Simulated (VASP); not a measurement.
# Sc4As3 (I-43d) in VASP: notebook, part 2 of 2

VASP 6.6.1. Earlier steps stand in the parts before.

### Step 3. Single point, PBE

File INCAR:

```
SYSTEM = Sc4As3
PREC     = Accurate       ! precision mode
ENCUT    = 520            ! plane-wave cutoff, eV
EDIFF    = 1E-6           ! SCF threshold, eV
ISMEAR   = 0              ! smearing method
SIGMA    = 0.1            ! smearing width, eV
LREAL    = .FALSE.        ! projectors in reciprocal space
LASPH    = .TRUE.         ! aspherical terms in the spheres
NELM     = 60             ! most SCF steps
ALGO     = Fast           ! electronic algorithm
ISIF     = 2              ! what is computed and relaxed
LWAVE    = .FALSE.        ! write WAVECAR
LCHARG   = .FALSE.        ! write CHGCAR
GGA      = PE             ! functional
NBANDS   = 72             ! bands
```

File KPOINTS:

```
Automatic mesh
0
G
  6 6 6
  0 0 0
```

File POSCAR:

```
Sc4As3
1.0
   -4.0892529941      4.0892529941      4.0892529941
    4.0892529941     -4.0892529941      4.0892529941
    4.0892529941      4.0892529941     -4.0892529941
Sc As
8 6
Direct
    0.5000000000      0.0000000000      0.3603979247
    0.6396020753      0.6396020753      0.6396020753
    0.0000000000      0.3603979247      0.5000000000
    0.3603979247      0.5000000000      0.0000000000
    0.8603979247      0.5000000000      0.0000000000
    0.5000000000      0.0000000000      0.8603979247
    0.0000000000      0.8603979247      0.5000000000
    0.1396020753      0.1396020753      0.1396020753
    0.3750000000      0.2500000000      0.6250000000
    0.6250000000      0.3750000000      0.2500000000
    0.2500000000      0.6250000000      0.3750000000
    0.7500000000      0.8750000000      0.1250000000
    0.1250000000      0.7500000000      0.8750000000
    0.8750000000      0.1250000000      0.7500000000
```

Potentials or basis: VASP PAW PBE potentials, release 64 (Sc_sv, As).

Run with:

```sh
cat potpaw_PBE.64/Sc_sv/POTCAR potpaw_PBE.64/As/POTCAR > POTCAR
mpirun -np 1 vasp_std > vasp.out
```

OUTCAR:

```text
SYSTEM = Sc4As3
   PREC = Accurate
   ENCUT = 520
   EDIFF = 1E-6
   ISMEAR = 0
   LREAL = .FALSE.
   LASPH = .TRUE.
   NELM = 60
   ISIF = 2
   GGA = PE

 ion  position               nearest neighbor table
   1  0.500  0.000  0.360-  11 2.71   9 2.71  14 2.71  12 2.95  13 2.95  10 2.95   3 3.16   8 3.16
                             4 3.16
   2  0.640  0.640  0.640-  10 2.71  11 2.71   9 2.71  12 2.95  13 2.95  14 2.95   5 3.16   6 3.16
                             7 3.16
   3  0.000  0.360  0.500-  10 2.71  11 2.71  13 2.71  12 2.95   9 2.95  14 2.95   4 3.16   8 3.16
                             1 3.16
   4  0.360  0.500  0.000-   9 2.71  12 2.71  10 2.71  11 2.95  13 2.95  14 2.95   1 3.16   8 3.16
                             3 3.16
   5  0.860  0.500  0.000-  11 2.71  13 2.71  14 2.71   9 2.95  12 2.95  10 2.95   2 3.16   7 3.16
                             6 3.16
   6  0.500  0.000  0.860-  13 2.71  12 2.71  10 2.71   9 2.95  11 2.95  14 2.95   2 3.16   5 3.16
                             7 3.16
   7  0.000  0.860  0.500-   9 2.71  12 2.71  14 2.71  10 2.95  13 2.95  11 2.95   2 3.16   6 3.16
                             5 3.16
   8  0.140  0.140  0.140-  13 2.71  14 2.71  12 2.71  11 2.95   9 2.95  10 2.95   1 3.16   3 3.16
                             4 3.16
   9  0.375  0.250  0.625-   1 2.71   4 2.71   7 2.71   2 2.71   5 2.95   6 2.95   3 2.95   8 2.95
[... 7 lines left out ...]
  13  0.125  0.750  0.875-   6 2.71   5 2.71   3 2.71   8 2.71   2 2.95   1 2.95   7 2.95   4 2.95

  14  0.875  0.125  0.750-   5 2.71   8 2.71   7 2.71   1 2.71   4 2.95   6 2.95   3 2.95   2 2.95

  LATTYP: Found a body centered cubic cell.
 ALAT       =     8.1785059882

  Lattice vectors:

 A1 = (  -4.0892529941,   4.0892529941,   4.0892529941)
 A2 = (   4.0892529941,  -4.0892529941,   4.0892529941)
 A3 = (   4.0892529941,   4.0892529941,  -4.0892529941)

Analysis of symmetry for initial positions (statically):
=====================================================================
 Subroutine PRICEL returns:
 Original cell was already a primitive cell.

 Routine SETGRP: Setting up the symmetry group for a
 body centered cubic supercell.

 Subroutine GETGRP returns: Found 24 space group operations
 (whereof  3 operations were pure point group operations)
 out of a pool of 48 trial point group operations.

The static configuration has the point symmetry C_3 .
 The point group associated with its full space group is T_d .

Analysis of symmetry for dynamics (positions and initial velocities):
=====================================================================
 Subroutine PRICEL returns:
 Original cell was already a primitive cell.

 Routine SETGRP: Setting up the symmetry group for a
 body centered cubic supercell.

 Subroutine GETGRP returns: Found 24 space group operations
 (whereof  3 operations were pure point group operations)
 out of a pool of 48 trial point group operations.

The dynamic configuration has the point symmetry C_3 .
 The point group associated with its full space group is T_d .

 Subroutine INISYM returns: Found 24 space group operations
 (whereof  3 operations are pure point group operations),
 and found     1 'primitive' translations

----------------------------------------------------------------------------------------

                                     Primitive cell

  volume of cell :     273.5218

[... 93 lines left out ...]
 SYSTEM =  Sc4As3
   PREC   = accura    normal or accurate (medium, high low for compatibility)
   ISTART =      0    job   : 0-new  1-cont  2-samecut
   ICHARG =      2    charge: 1-file 2-atom 10-const
   ISPIN  =      1    spin polarized calculation?
   LNONCOLLINEAR =      F non collinear calculations
   LSORBIT =      F    spin-orbit coupling
   LASPH  =      T    aspherical Exc in radial PAW
   ENCUT  =  520.0 eV  38.22 Ry    6.18 a.u.  13.17 13.17 13.17*2*pi/ulx,y,z
   NELM   =     60;   NELMIN=  2; NELMDL= -5     # of ELM steps
   EDIFF  = 0.1E-05   stopping-criterion for ELM
   LREAL  =      F    real-space projection
   EDIFFG = 0.1E-04   stopping-criterion for IOM
   NSW    =      0    number of steps for IOM
   IBRION =     -1    ionic relax: 0-MD 1-quasi-New 2-CG
   NFREE  =      0    steps in history (QN), initial steepest desc. (CG)
   ISIF   =      2    stress and relaxation
   ISYM   =      2    0-nonsym 1-usesym 2-fastsym
   POTIM  = 0.5000    time-step for ionic-motion
   TEBEG  =    0.0;   TEEND  =   0.0 temperature during run
   PSTRESS=    0.0 pullay stress
   NELECT =     118.0000    total number of electrons
   NUPDOWN=      -1.0000    fix difference up-down
   EMIN   =  10.00;   EMAX   =-10.00  energy-range for DOS
   EFERMI =   0.00;   METHOD = LEGACY
   ISMEAR =     0;   SIGMA  =   0.10  broadening in eV -4-tet -1-fermi 0-gaus
   EFERMI_NEDOS =   21; number of points for ismear=-14 and -15
   IALGO  =     68    algorithm
   IMIX   =      4    mixing-type and parameters
     AMIX     =   0.40;   BMIX     =  1.00
     AMIX_MAG =   1.60;   BMIX_MAG =  1.00
  volume/ion in A,a.u.               =      19.54       131.84
  Fermi-wavevector in a.u.,A,eV,Ry     =   1.237005  2.337601 20.819388  1.530182
  Thomas-Fermi vector in A             =   2.371590
   LORBIT       =      0    0 simple, 1 ext, 2 COOP (PROOUT), +10 PAW based schemes
   GGA     = PE    functional components
   LHFCALC =     F    Hartree Fock is set to
   AEXX    =    0.0000 exact exchange contribution
   IVDW    =     0    specifies the selected vdW correction
   LEPSILON=     F    determine dielectric tensor
   LRPA    =     F    only Hartree local field effects (RPA)
 non-spin polarized calculation
 RMM-DIIS sequential band-by-band and
 Gauss-broadening in eV      SIGMA  =   0.10
  energy-cutoff  :      520.00
  volume of cell :      273.52
 maximum number of plane-waves:      7404
 NGX is ok and might be reduce to    54
   NGX = 27   NGY = 27   NGZ = 27

 number of electron     118.0000032 magnetization

 Free energy of the ion-electron system (eV)
  ---------------------------------------------------
  ext. energy  EPLUGINS =         0.00000000
  ---------------------------------------------------
  free energy    TOTEN  =       -94.91533360 eV

  energy without entropy =      -94.84155240  energy(sigma->0) =      -94.87844300

 E-fermi :   5.8587     XC(G=0): -10.6621

 val. band max:        5.8547267417   @ k =   0.3333   0.1667   0.1667
 cond. band min:       5.8592818442   @ k =   0.3333   0.1667   0.0000
 fundamental gap:      0.0045551025
 Fermi energy:         5.8587078610

 k-point     1 :       0.0000    0.0000    0.0000
  band No.  band energies     occupation
      1     -43.8323      2.00000
      2     -43.8175      2.00000
      3     -43.7973      2.00000
      4     -43.7973      2.00000
      5     -43.7973      2.00000
      6     -43.7919      2.00000
[... 1173 lines left out ...]
     70       7.7492      0.00000
     71       7.8055      0.00000
 [bands above 71 left out]

------------------------ aborting loop because EDIFF is reached ----------------------------------------

  FORCE on cell =-STRESS in cart. coord.  units (eV):
  Direction    XX          YY          ZZ          XY          YZ          ZX
  --------------------------------------------------------------------------------------
  -------------------------------------------------------------------------------------
  Total        0.4646314      0.4646314      0.4646314      0.0000000      0.0000000      0.0000000
  in kB        2.7216180      2.7216180      2.7216180      0.0000000      0.0000000      0.0000000
  external PRESSURE =       2.7216180 kB  Pullay stress =       0.0000000 kB

 VOLUME and BASIS-vectors are now :
 -----------------------------------------------------------------------------
  energy-cutoff  :      520.00
  volume of cell :      273.52
      direct lattice vectors                 reciprocal lattice vectors
    -4.089252994  4.089252994  4.089252994     0.000000000  0.122271721  0.122271721
     4.089252994 -4.089252994  4.089252994     0.122271721  0.000000000  0.122271721
     4.089252994  4.089252994 -4.089252994     0.122271721  0.122271721  0.000000000

 POSITION                                       TOTAL-FORCE (eV/Angst)
 -----------------------------------------------------------------------------------
     -0.57087      3.51838      0.57087        -0.004028     -0.004028      0.004028
      2.61549      2.61549      2.61549         0.004028      0.004028      0.004028
      3.51838      0.57087     -0.57087        -0.004028      0.004028     -0.004028
      0.57087     -0.57087      3.51838         0.004028     -0.004028     -0.004028
     -1.47376      1.47376      5.56301         0.004028     -0.004028     -0.004028
      1.47376      5.56301     -1.47376        -0.004028     -0.004028      0.004028
      5.56301     -1.47376      1.47376        -0.004028      0.004028     -0.004028
      0.57087      0.57087      0.57087         0.004028      0.004028      0.004028
      2.04463      3.06694     -0.00000         0.000000     -0.000000     -0.000000
     -0.00000      2.04463      3.06694         0.000000     -0.000000     -0.000000
      3.06694     -0.00000      2.04463         0.000000     -0.000000      0.000000
      1.02231     -0.00000      6.13388         0.000000     -0.000000      0.000000
      6.13388      1.02231      0.00000         0.000000     -0.000000      0.000000
      0.00000      6.13388      1.02231         0.000000     -0.000000      0.000000
 -----------------------------------------------------------------------------------
    total drift:                                0.000000      0.000000      0.000000

  FREE ENERGIE OF THE ION-ELECTRON SYSTEM (eV)
  ---------------------------------------------------
  free  energy   TOTEN  =       -94.9153335953 eV

  energy  without entropy=      -94.8415523962  energy(sigma->0) =      -94.87844300
```

Run time: 6.6 min. Hardware: 1 thread of Intel Xeon 6975P-C (Granite Rapids), shared host; peak memory 0.53 GiB.

Results:

| Quantity | Value |
| --- | --- |
| Free energy | -94.9153 eV |
| Pressure | 0.3 GPa |
| Largest force | 0.007 eV/Å |
| Band gap on the k mesh | zero (bands 59 and 60 overlap by 0.46 eV) |

Forces in eV/Å, atoms in the order of the input:
```
Sc  -0.004 -0.004  0.004
Sc   0.004  0.004  0.004
Sc  -0.004  0.004 -0.004
Sc   0.004 -0.004 -0.004
Sc   0.004 -0.004 -0.004
Sc  -0.004 -0.004  0.004
Sc  -0.004  0.004 -0.004
Sc   0.004  0.004  0.004
As   0.000  0.000  0.000
As   0.000  0.000  0.000
As   0.000  0.000  0.000
As   0.000  0.000  0.000
As   0.000  0.000  0.000
As   0.000  0.000  0.000
```

Levels at points of the mesh, in eV from the Fermi level:
```tsv
k point	band 56	band 57	band 58	band 59	band 60	band 61	band 62	band 63
(0.00, 0.00, 0.00)	-0.68	-0.41	-0.41	-0.09	-0.09	-0.09	0.47	0.70
(0.50, 0.00, 0.00)	-1.88	-0.17	-0.17	0.04	0.04	0.28	0.28	0.98
(0.50, 0.50, 0.50)	-2.29	-0.28	-0.28	-0.28	-0.28	-0.28	-0.28	1.68
```
